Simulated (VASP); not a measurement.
Wanted: the native input for a VASP 6.6.1 run.

```
Task                   : single point
Functional             : r2SCAN
Potentials or basis    : VASP PAW PBE potentials, release 64 (S, O)
Cutoff                 : 520 eV
k mesh                 : 13 × 13 × 13
Occupations            : fermi-dirac, width 0.1 eV
Spin                   : no spin polarisation
Dipole correction      : no
Further INCAR settings : ALGO = Normal; EDIFF = 1e-06; NBANDS = 13
```

SO (rock salt type):

```
S O
1.0
     0.00000    2.31868    2.31868
     2.31868    0.00000    2.31868
     2.31868    2.31868    0.00000
S O
1 1
Direct
  0.00000 0.00000 0.00000
  0.50000 0.50000 0.50000
```

These files were run (other wordings do the same):

POSCAR

```
SO
1.0
    0.0000000000      2.3186778396      2.3186778396
    2.3186778396      0.0000000000      2.3186778396
    2.3186778396      2.3186778396      0.0000000000
S O
1 1
Direct
    0.0000000000      0.0000000000      0.0000000000
    0.5000000000      0.5000000000      0.5000000000
```

INCAR.step1

```
PREC = Accurate
ENCUT = 520
ISMEAR = -1
SIGMA = 0.1
LREAL = F
LASPH = T
NELM = 80
NBANDS = 13
GGA = PE
ALGO = Normal
EDIFF = 1E-4
LWAVE = T
LCHARG = F
```

INCAR.step2

```
PREC = Accurate
ENCUT = 520
EDIFF = 1E-6
ISMEAR = -1
SIGMA = 0.1
LREAL = F
LASPH = T
NELM = 80
ALGO = Normal
ISIF = 2
LWAVE = F
LCHARG = F
METAGGA = R2SCAN
LMIXTAU = T
NBANDS = 13
ISTART = 1
```

KPOINTS

```
regular mesh
0
Gamma
  13 13 13
```

Potentials or basis: VASP PAW PBE potentials, release 64 (S, O).

Command:

```sh
$ cat potpaw_PBE.64/S/POTCAR potpaw_PBE.64/O/POTCAR > POTCAR
$ cp INCAR.step1 INCAR
$ mpirun -np 1 vasp_std > vasp.out
$ cp INCAR.step2 INCAR
$ mpirun -np 1 vasp_std > vasp.out
```

Results of the run:

```
Pressure               : -3.5 GPa
Band gap on the k mesh : zero (bands 6 and 7 overlap by 3.12 eV)
```

Caveat: the cell stands under tension; the PAW data sets were made with another functional, which shifts forces and pressure a little.

Wall time 26 s on 1 thread of Intel(R) Xeon(R) 6975P-C (Granite Rapids), on a shared host, peak memory 0.15 GiB.
